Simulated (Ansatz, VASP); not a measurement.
# Two plane-wave programs on PbSe

The input INCAR:

```
SYSTEM = PbSe
PREC     = Accurate       ! precision mode
ENCUT    = 520            ! plane-wave cutoff, eV
EDIFF    = 1E-6           ! SCF threshold, eV
ISMEAR   = 0              ! smearing method
SIGMA    = 0.03           ! smearing width, eV
LREAL    = .False.        ! projectors in reciprocal space
LASPH    = .True.         ! aspherical terms in the spheres
NELM     = 80             ! most SCF steps
ALGO     = Normal         ! electronic algorithm
ISIF     = 2              ! what is computed and relaxed
LWAVE    = .False.        ! write WAVECAR
LCHARG   = .False.        ! write CHGCAR
GGA      = PE             ! functional
IVDW     = 12             ! dispersion correction
NBANDS   = 17             ! bands
```

KPOINTS

```
Automatic mesh
0
Gamma
  10 10 10
  0 0 0
```

POSCAR

```
PbSe
1.0
    0.0000000000      3.0585620191      3.1582711409
    3.0585620191      0.0000000000      3.1582711409
    3.0585620191      3.0585620191      0.0000000000
Pb Se
1 1
Direct
    0.0000000000      0.0000000000      0.0000000000
    0.5000000000      0.5000000000      0.5000000000
```

Input for Ansatz:

```yaml
crystal:
  lattice:
    - [0.0, 3.0585620191, 3.1582711409]
    - [3.0585620191, 0.0, 3.1582711409]
    - [3.0585620191, 3.0585620191, 0.0]
  atoms:
    - { symbol: Pb, position: [0.0, 0.0, 0.0] }
    - { symbol: Se, position: [0.5, 0.5, 0.5] }
basis:
  ecutwfc: 420
kpoints:
  mp_grid: { grid: [10, 10, 10] }
hamiltonian:
  xc: pbe
  dispersion: d3bj
scf:
  occupations: { method: gaussian, width: 0.03 }
output:
  forces: true
  stress: true
  eigenvalues: true
```

Alike in both runs: task single point; functional PBE; dispersion D3(BJ); k mesh 10 × 10 × 10; occupations gaussian, width 0.03 eV; no spin polarisation.

|  | VASP | Ansatz |
| --- | --- | --- |
| version | VASP 6.6.1 | Ansatz 0.2.0 |
| potentials or method | VASP PAW PBE potentials, release 64 (Pb_d, Se), cutoff 520 eV | scalar-relativistic, plane waves, PAW |
| valence electrons in the cell | 20 | 30 |

```csv
,VASP,Ansatz,Ansatz less VASP
gap on the k mesh at the Fermi level (eV),0.36,0.36,-0.005
least direct gap on the mesh (eV),0.36,0.36,-0.005
pressure (GPa),-1.0,-1.0,+0.02
"traceless stress, the component that is largest in VASP (GPa)",-2.26,-2.26,+0.006
```

VASP's potentials hold 20 valence electrons a cell and Ansatz's 30, so a difference there can come from the potentials and not from the codes.

Neither program's run includes spin-orbit coupling.
